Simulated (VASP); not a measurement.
# Pt8CO in VASP: further runs

Runs on Pt8CO. Level: PBE+D3(BJ). Tasks: single point.

Everything below comes from runs of VASP 6.6.1. Logs are shortened: lines on timing, memory, paths and dates and some standing lists are left out, and cuts for length are marked.

## Step 1: The cell of the first run

The cell holds a slab with vacuum, 10 atoms: a = 5.556 Å, b = 2.778 Å, c = 26.955 Å, α = 90.00°, β = 90.00°, γ = 120.00°.

## Step 2: Single point, PBE+D3(BJ)

INCAR

```
PREC     = Accurate       # precision mode
ENCUT    = 520            # plane-wave cutoff, eV
EDIFF    = 1E-7           # SCF threshold, eV
ISMEAR   = 0              # smearing method
SIGMA    = 0.1            # smearing width, eV
LREAL    = False          # projectors in reciprocal space
LASPH    = True           # aspherical terms in the spheres
NELM     = 100            # most SCF steps
ALGO     = Normal         # electronic algorithm
ISIF     = 2              # what is computed and relaxed
LWAVE    = False          # write WAVECAR
LCHARG   = False          # write CHGCAR
LDIPOL   = True         
IDIPOL   = 3            
DIPOL    = 0.5 0.5 0.486
GGA      = PE             # functional
IVDW     = 12             # dispersion correction
NBANDS   = 56             # bands
```

KPOINTS

```
regular mesh
0
Gamma
  6 12 1
```

POSCAR

```
Pt8CO
1.0
    5.5558884579      0.0000000000      0.0000000000
   -1.3889721145      2.4057702726      0.0000000000
    0.0000000000      0.0000000000     26.9545458948
Pt C O
8 1 1
Direct
    0.3333333333      0.3333333333      0.3153456947
    0.8333333333      0.3333333333      0.3153456947
    0.6666666667      0.6666666667      0.3994940968
    0.1666666667      0.6666666667      0.3994940968
    0.0010355467      0.0010355467      0.4835831109
    0.4924321779     -0.0075678221      0.4839048239
    0.3221932438      0.3221932438      0.5732255398
    0.8223047969      0.3223047969      0.5657598597
    0.3292112618      0.3292112618      0.6414762058
    0.3333575652      0.3333575652      0.6841822178
```

Potentials or basis: VASP PAW PBE potentials, release 64 (Pt, C, O).

Started as:

```sh
> cat potpaw_PBE.64/Pt/POTCAR potpaw_PBE.64/C/POTCAR potpaw_PBE.64/O/POTCAR > POTCAR
> mpirun -np 1 vasp_std > vasp.out
```

OUTCAR:

```text
PREC = Accurate
   ENCUT = 520
   EDIFF = 1E-7
   ISMEAR = 0
   LREAL = False
   LASPH = True
   NELM = 100
   ISIF = 2
   GGA = PE
   IVDW = 12
 IVDW          = 12

 ion  position               nearest neighbor table
   1  0.333  0.333  0.315-   2 2.78   2 2.78   2 2.78   2 2.78   4 2.78   4 2.78   3 2.78
   2  0.833  0.333  0.315-   1 2.78   1 2.78   1 2.78   1 2.78   3 2.78   3 2.78   4 2.78
   3  0.667  0.667  0.399-   4 2.78   4 2.78   4 2.78   4 2.78   2 2.78   2 2.78   1 2.78   5 2.78
                             6 2.79   6 2.79
   4  0.167  0.667  0.399-   6 2.76   5 2.78   5 2.78   3 2.78   3 2.78   3 2.78   3 2.78   1 2.78
                             1 2.78   2 2.78
   5  0.001  0.001  0.484-   6 2.74   6 2.74   8 2.75   8 2.75   4 2.78   4 2.78   3 2.78   6 2.81
                             6 2.81   7 2.87
   6  0.492  0.992  0.484-   8 2.72   5 2.74   5 2.74   4 2.76   3 2.79   3 2.79   5 2.81   5 2.81
                             7 2.90   7 2.90
   7  0.322  0.322  0.573-   9 1.84   8 2.78   8 2.78   8 2.79   8 2.79   5 2.87   6 2.90   6 2.90

   8  0.822  0.322  0.566-   6 2.72   5 2.75   5 2.75   7 2.78   7 2.78   7 2.79   7 2.79
   9  0.329  0.329  0.641-  10 1.15   7 1.84
  10  0.333  0.333  0.684-   9 1.15

  Warning from LATTYP: Monoclinic adjustment (A1->A3, A2->A1, A3->A2)!
  LATTYP: Found a simple orthorhombic cell.
 ALAT       =     2.7779442290
 B/A-ratio  =     1.7320508075
 C/A-ratio  =     9.7030550914

  Lattice vectors:

 A1 = (   1.3889721145,  -2.4057702726,   0.0000000000)
 A2 = (   4.1669163434,   2.4057702726,   0.0000000000)
 A3 = (   0.0000000000,   0.0000000000,  26.9545458948)

Analysis of symmetry for initial positions (statically):
=====================================================================
 Subroutine PRICEL returns:
 Original cell was already a primitive cell.

 Routine SETGRP: Setting up the symmetry group for a
 simple orthorhombic supercell.

 Subroutine GETGRP returns: Found  2 space group operations
 (whereof  2 operations were pure point group operations)
 out of a pool of  8 trial point group operations.

The static configuration has the point symmetry C_1h.

Analysis of symmetry for dynamics (positions and initial velocities):
=====================================================================
 Subroutine PRICEL returns:
 Original cell was already a primitive cell.

 Routine SETGRP: Setting up the symmetry group for a
 simple orthorhombic supercell.

 Subroutine GETGRP returns: Found  2 space group operations
 (whereof  2 operations were pure point group operations)
 out of a pool of  8 trial point group operations.

The dynamic configuration has the point symmetry C_1h.

 Subroutine INISYM returns: Found  2 space group operations
 (whereof  2 operations are pure point group operations),
 and found     1 'primitive' translations

----------------------------------------------------------------------------------------

                                     Primitive cell

  volume of cell :     360.2796

  direct lattice vectors                    reciprocal lattice vectors
     5.555888458  0.000000000  0.000000000     0.179989215  0.103916822  0.000000000
    -1.388972115  2.405770273  0.000000000     0.000000000  0.415667286  0.000000000
     0.000000000  0.000000000 26.954545895     0.000000000  0.000000000  0.037099493

  length of vectors
     5.555888458  2.777944229 26.954545895     0.207833643  0.415667286  0.037099493

  position of ions in fractional coordinates (direct lattice)
     0.333333333  0.333333333  0.315345695
     0.833333333  0.333333333  0.315345695
     0.666666667  0.666666667  0.399494097
     0.166666667  0.666666667  0.399494097
     0.001035547  0.001035547  0.483583111
     0.492432178  0.992432178  0.483904824
     0.322193244  0.322193244  0.573225540
     0.822304797  0.322304797  0.565759860
     0.329211262  0.329211262  0.641476206
     0.333357565  0.333357565  0.684182218

  ion indices of the primitive-cell ions
   primitive index   ion index
                 1           1
                 2           2
                 3           3
                 4           4
                 5           5
                 6           6
                 7           7
                 8           8
                 9           9
                10          10

----------------------------------------------------------------------------------------

 KPOINTS: regular mesh

Automatic generation of k-mesh.
 Grid dimensions read from file:
 generate k-points for:    6   12    1

 Generating k-lattice:

  Cartesian coordinates                     Fractional coordinates (reciprocal lattice)
     0.029998202  0.017319470  0.000000000     0.166666667 -0.000000000  0.000000000
     0.000000000  0.034638941  0.000000000     0.000000000  0.083333333  0.000000000
     0.000000000  0.000000000  0.037099493     0.000000000  0.000000000  1.000000000

  Length of vectors
     0.034638941  0.034638941  0.037099493

  Shift w.r.t. Gamma in fractional coordinates (k-lattice)
     0.000000000  0.000000000  0.000000000

 Subroutine IBZKPT returns following result:
 ===========================================

 Found     25 irreducible k-points:

 Following reciprocal coordinates:
            Coordinates               Weight
  0.000000  0.000000  0.000000      1.000000
  0.166667 -0.000000  0.000000      2.000000
  0.333333 -0.000000  0.000000      2.000000
  0.500000  0.000000  0.000000      1.000000
  0.000000  0.083333  0.000000      4.000000
  0.166667  0.083333  0.000000      4.000000
[... 16 lines left out ...]
  0.166667  0.500000  0.000000      2.000000
  0.333333  0.500000  0.000000      2.000000
   k-points           NKPTS =     25   k-points in BZ     NKDIM =     25   number of bands    NBANDS=     56
   number of dos      NEDOS =    301   number of ions     NIONS =     10
   total plane-waves  NPLWV = 201600
   dimension x,y,z NGX =    42 NGY =   24 NGZ =  200
   dimension x,y,z NGXF=    84 NGYF=   48 NGZF=  400
   ions per type =               8   1   1
   NGX,Y,Z   is equivalent  to a cutoff of  12.57, 14.36, 12.34 a.u.
   NGXF,Y,Z  is equivalent  to a cutoff of  25.13, 28.73, 24.67 a.u.
 SYSTEM =  unknown system
   PREC   = accura    normal or accurate (medium, high low for compatibility)
   ISTART =      0    job   : 0-new  1-cont  2-samecut
   ICHARG =      2    charge: 1-file 2-atom 10-const
   ISPIN  =      1    spin polarized calculation?
   LNONCOLLINEAR =      F non collinear calculations
   LSORBIT =      F    spin-orbit coupling
   LASPH  =      T    aspherical Exc in radial PAW
   ENCUT  =  520.0 eV  38.22 Ry    6.18 a.u.  10.33  5.17 50.12*2*pi/ulx,y,z
   NELM   =    100;   NELMIN=  2; NELMDL= -5     # of ELM steps
   EDIFF  = 0.1E-06   stopping-criterion for ELM
   LREAL  =      F    real-space projection
   EDIFFG = 0.1E-05   stopping-criterion for IOM
   NSW    =      0    number of steps for IOM
   IBRION =     -1    ionic relax: 0-MD 1-quasi-New 2-CG
   NFREE  =      0    steps in history (QN), initial steepest desc. (CG)
   ISIF   =      2    stress and relaxation
   ISYM   =      2    0-nonsym 1-usesym 2-fastsym
   POTIM  = 0.5000    time-step for ionic-motion
   TEBEG  =    0.0;   TEEND  =   0.0 temperature during run
   PSTRESS=    0.0 pullay stress
   NELECT =      90.0000    total number of electrons
   NUPDOWN=      -1.0000    fix difference up-down
   EMIN   =  10.00;   EMAX   =-10.00  energy-range for DOS
   EFERMI =   0.00;   METHOD = LEGACY
   ISMEAR =     0;   SIGMA  =   0.10  broadening in eV -4-tet -1-fermi 0-gaus
   EFERMI_NEDOS =   21; number of points for ismear=-14 and -15
   IALGO  =     38    algorithm
   IMIX   =      4    mixing-type and parameters
     AMIX     =   0.40;   BMIX     =  1.00
     AMIX_MAG =   1.60;   BMIX_MAG =  1.00
  volume/ion in A,a.u.               =      36.03       243.13
  Fermi-wavevector in a.u.,A,eV,Ry     =   1.031041  1.948384 14.463602  1.063045
  Thomas-Fermi vector in A             =   2.165169
   LORBIT       =      0    0 simple, 1 ext, 2 COOP (PROOUT), +10 PAW based schemes
   GGA     = PE    functional components
   LHFCALC =     F    Hartree Fock is set to
   AEXX    =    0.0000 exact exchange contribution
   IVDW    =    12    specifies the selected vdW correction
   LEPSILON=     F    determine dielectric tensor
   LRPA    =     F    only Hartree local field effects (RPA)
 non-spin polarized calculation
 Gauss-broadening in eV      SIGMA  =   0.10
  energy-cutoff  :      520.00
  volume of cell :      360.28
 maximum number of plane-waves:      9746
 NGX is ok and might be reduce to    42
   NGX = 21   NGY = 11   NGZ =101

 dipolmoment           0.000000      0.000000      0.023646 electrons x Angstroem

 number of electron      90.0000001 magnetization

 dipolmoment           0.000000      0.000000     -0.018660 electrons x Angstroem

 Free energy of the ion-electron system (eV)
  ---------------------------------------------------
  ext. energy  EPLUGINS =         0.00000000
  ---------------------------------------------------
  free energy    TOTEN  =       -62.50677356 eV

  energy without entropy =      -62.43813924  energy(sigma->0) =      -62.47245640

 E-fermi :   0.5939     XC(G=0):  -5.7675

 val. band max:        0.5933124864   @ k =   0.3333   0.4167   0.0000
 cond. band min:       0.6100119596   @ k =   0.1667   0.3333   0.0000
 fundamental gap:      0.0166994732
 Fermi energy:         0.5938733276

 k-point     1 :       0.0000    0.0000    0.0000
  band No.  band energies     occupation
      1     -23.8335      2.00000
      2     -10.4868      2.00000
      3      -8.9267      2.00000
      4      -7.7874      2.00000
      5      -7.2824      2.00000
      6      -6.8330      2.00000
[... 1405 lines left out ...]
     55       6.5693      0.00000
     56       6.7158      0.00000

 [... further k-points ...]

------------------------ aborting loop because EDIFF is reached ----------------------------------------

 vacuum level on the upper side and lower side of the slab       (xc-potential included)        -0.194         0.067

 Edisp (eV)   -4.96015

 E8    (eV) :    -2.3077

  FORCE on cell =-STRESS in cart. coord.  units (eV):
  Direction    XX          YY          ZZ          XY          YZ          ZX
  --------------------------------------------------------------------------------------
  -------------------------------------------------------------------------------------
  Total      -5.12699    -4.25645     1.97624    -0.75391    -0.00298    -0.00516
  in kB     -22.79994   -18.92862     8.78842    -3.35266    -0.01326    -0.02294
  external pressure =      -10.98 kB  Pullay stress =        0.00 kB

 VOLUME and BASIS-vectors are now :
 -----------------------------------------------------------------------------
  energy-cutoff  :      520.00
  volume of cell :      360.28
      direct lattice vectors                 reciprocal lattice vectors
     5.555888458  0.000000000  0.000000000     0.179989215  0.103916822  0.000000000
    -1.388972115  2.405770273  0.000000000     0.000000000  0.415667286  0.000000000
     0.000000000  0.000000000 26.954545895     0.000000000  0.000000000  0.037099493

 POSITION                                       TOTAL-FORCE (eV/Angst)
 -----------------------------------------------------------------------------------
      1.38897      0.80192      8.50000        -0.042841     -0.024734     -0.284932
      4.16692      0.80192      8.50000         0.051256      0.029593     -0.265721
      2.77794      1.60385     10.76818         0.003195      0.001844      0.215058
      0.00000      1.60385     10.76818        -0.011044     -0.006376      0.374754
      0.00432      0.00249     13.03476         0.003473      0.002005      0.002491
      1.35744      2.38756     13.04343        -0.003644     -0.002104      0.002142
      1.34255      0.77512     15.45103        -0.002169     -0.001252     -0.093195
      4.12096      0.77539     15.24980        -0.000314     -0.000181     -0.025401
      1.37180      0.79201     17.29070        -0.008506     -0.004911     -0.748962
      1.38907      0.80198     18.44182         0.010593      0.006116      0.823767
 -----------------------------------------------------------------------------------
    total drift:                               -0.000102     -0.000063     -0.000978

  FREE ENERGIE OF THE ION-ELECTRON SYSTEM (eV)
  ---------------------------------------------------
  free  energy   TOTEN  =       -67.4669278226 eV

  energy  without entropy=      -67.3982935072  energy(sigma->0) =      -67.43261066

 vacuum level on the upper side and lower side of the slab         5.960         6.221
```

Wall time 14 min (1 thread of Intel Xeon 6975P-C (Granite Rapids), shared host); peak memory 0.73 GiB.

Results:

- Free energy: -67.4669 eV
- Largest force: 0.824 eV/Å
- Band gap on the k mesh: zero (bands 45 and 46 overlap by 1.21 eV)
- Dispersion energy per atom: -0.496 eV

Forces on the atoms (eV/Å):
```
Pt  -0.043 -0.025 -0.285
Pt   0.051  0.030 -0.266
Pt   0.003  0.002  0.215
Pt  -0.011 -0.006  0.375
Pt   0.003  0.002  0.002
Pt  -0.004 -0.002  0.002
Pt  -0.002 -0.001 -0.093
Pt   0.000  0.000 -0.025
C   -0.009 -0.005 -0.749
O    0.011  0.006  0.824
```

Caveat: spin-orbit coupling is left out, which moves the levels of the heavy elements.

## Step 3: Single point, PBE+D3(BJ)

INCAR

```
SYSTEM = Pt8CO
  PREC = Accurate
  ENCUT = 520
  EDIFF = 1E-6
  ISMEAR = 0
  SIGMA = 0.1
  LREAL = .False.
  LASPH = .True.
  NELM = 80
  ALGO = Normal
  ISIF = 2
  LWAVE = .False.
  LCHARG = .False.
  LDIPOL = .True.
  IDIPOL = 3
  DIPOL = 0.5 0.5 0.483
  GGA = PE
  IVDW = 12
  NBANDS = 56
```

KPOINTS

```
Automatic mesh
0
Gamma
  6 12 1
  0 0 0
```

POSCAR

```
Pt8CO
1.0
    5.5558884579      0.0000000000      0.0000000000
   -1.3889721145      2.4057702726      0.0000000000
    0.0000000000      0.0000000000     26.9545458948
Pt C O
8 1 1
Direct
    0.3333333333      0.3333333333      0.3153456947
    0.8333333333      0.3333333333      0.3153456947
    0.6666666667      0.6666666667      0.3994940968
    0.1666666667      0.6666666667      0.3994940968
    0.0106270682      0.0106270682      0.4831450647
    0.5088122633      0.0088122633      0.4854620940
    0.3557711534      0.3557711534      0.5748315379
    0.8482401199      0.3482401199      0.5695416798
    0.1513827383      0.6513827383      0.6235191254
    0.1430275667      0.6430275667      0.6672165661
```

Potentials or basis: VASP PAW PBE potentials, release 64 (Pt, C, O).

Started as:

```sh
> cat potpaw_PBE.64/Pt/POTCAR potpaw_PBE.64/C/POTCAR potpaw_PBE.64/O/POTCAR > POTCAR
> mpirun -np 1 vasp_std > vasp.out
```

It took 12 min on 1 thread of Intel Xeon 6975P-C (Granite Rapids), shared host; peak memory 0.72 GiB.

The run converged. Its results:

```
Free energy                : -67.5653 eV
Largest force              : 0.669 eV/Å
Band gap on the k mesh     : zero (bands 45 and 46 overlap by 1.88 eV)
Dispersion energy per atom : -0.493 eV
```

Forces on the atoms (eV/Å):
```
Pt  -0.025 -0.015 -0.176
Pt  -0.034 -0.020 -0.301
Pt  -0.024 -0.014  0.298
Pt   0.089  0.051  0.219
Pt  -0.010 -0.006  0.000
Pt  -0.012 -0.007 -0.013
Pt   0.021  0.012 -0.056
Pt  -0.002 -0.001 -0.025
C    0.017  0.010 -0.615
O   -0.020 -0.012  0.669
```

Levels at points of the mesh, in eV from the Fermi level:
```tsv
k point	band 43	band 44	band 45	band 46	band 47	band 48	band 49	band 50
(0.00, 0.00, 0.00)	-0.12	-0.10	0.12	0.17	0.19	0.33	0.58	0.68
(0.50, 0.00, 0.00)	-1.23	-1.11	-0.83	-0.65	-0.27	-0.13	-0.05	0.05
(0.00, 0.50, 0.00)	0.40	0.42	0.58	0.59	1.17	1.84	2.56	2.56
(0.50, 0.50, 0.00)	0.21	0.25	1.22	1.40	2.10	2.14	2.70	2.87
```

Caveat: spin-orbit coupling is left out, which moves the levels of the heavy elements.
